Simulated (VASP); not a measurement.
HgTe (wurtzite type), 4 atoms in the cell. Symmetry: P6_3mc, No. 186, hexagonal system. Conventional cell: a = 4.492 Å, b = 4.492 Å, c = 7.413 Å, α = 90.00°, β = 90.00°, γ = 120.00°. Within 3.6 Å of Hg (site symmetry 3m) lie 4 Te at 2.76 Å. Within 3.6 Å of Te (site symmetry 3m) lie 4 Hg at 2.76 Å.  This cell differs from its parent crystal: volume scaled by 0.88.

```yaml
Program: VASP 6.6.1
Task: single point
Functional: PBE
Potentials_or_basis: VASP PAW PBE potentials, release 64 (Hg, Te)
Cutoff: 520 eV
k_mesh: 8 × 8 × 5
Occupations: fermi-dirac, width 0.05 eV
Spin: no spin polarisation
Dipole_correction: no
Further_INCAR_settings: ALGO = Normal; EDIFF = 1e-07; NBANDS = 26
```

Potentials or basis: VASP PAW PBE potentials, release 64 (Hg, Te).

The run is started by

```console
$ cat potpaw_PBE.64/Hg/POTCAR potpaw_PBE.64/Te/POTCAR > POTCAR
$ mpirun -np 1 vasp_std > vasp.out
```

Hardware: 1 thread of Intel(R) Xeon(R) 6975P-C (Granite Rapids) (shared host).

Estimate the wall time of this run.

It took 56 s on 1 thread of Intel(R) Xeon(R) 6975P-C (Granite Rapids) (shared host), peak memory 0.3 GiB. Counts: scf iterations 17, k points 30.
